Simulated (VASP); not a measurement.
Input of a VASP 6.6.1 run:

The input POSCAR:

```
SiC
1.0
    3.0605522852      0.1533445327     -0.0858919358
   -1.3974758817      2.5730143291      0.0468466366
   -0.1409981555      0.0073938303      5.0978133518
Si C
2 2
Direct
    0.3311083924      0.6659437285      0.0036976067
    0.6642695464      0.3299821077      0.5040872028
    0.3320915704      0.6667473998      0.3785774559
    0.6725304908      0.3373267640      0.8836377347
```

Contents of INCAR.step1:

```
SYSTEM = SiC
  PREC = Accurate
  ENCUT = 600
  ISMEAR = 0
  SIGMA = 0.05
  LREAL = .False.
  LASPH = .True.
  NELM = 60
  GGA = PE
  ALGO = Normal
  EDIFF = 1E-4
  LWAVE = .True.
  LCHARG = .False.
```

The input INCAR.step2:

```
SYSTEM = SiC
  PREC = Accurate
  ENCUT = 600
  EDIFF = 1E-6
  ISMEAR = 0
  SIGMA = 0.05
  LREAL = .False.
  LASPH = .True.
  NELM = 60
  ALGO = Normal
  ISIF = 3
  LWAVE = .False.
  LCHARG = .False.
  METAGGA = R2SCAN
  LMIXTAU = .True.
  IBRION = 2
  NSW = 100
  EDIFFG = -0.01
  ISTART = 1
```

File KPOINTS:

```
regular mesh
0
Gamma
  12 12 4
  0 0 0
```

Potentials or basis: VASP PAW PBE potentials, release 64 (Si, C).

Command:

```bash
$ cat potpaw_PBE.64/Si/POTCAR potpaw_PBE.64/C/POTCAR > POTCAR
$ cp INCAR.step1 INCAR
$ mpirun -np 1 vasp_std > vasp.out
$ cp INCAR.step2 INCAR
$ mpirun -np 1 vasp_std > vasp.out
```

Q: What does it give for the relaxed volume?

A: 10.32 Å³/atom.

Q: What does it give for the band gap on the k mesh?

A: 2.66 eV (least direct gap 4.49 eV).

Forces in eV/Å, atoms in the order of the input:
```
Si   0.004  0.001  0.009
Si  -0.006  0.002 -0.003
C    0.005 -0.002  0.000
C   -0.003 -0.001 -0.006
```

Caveat: the PAW data sets were made with another functional, which shifts forces and pressure a little. A k mesh can miss the band edges.
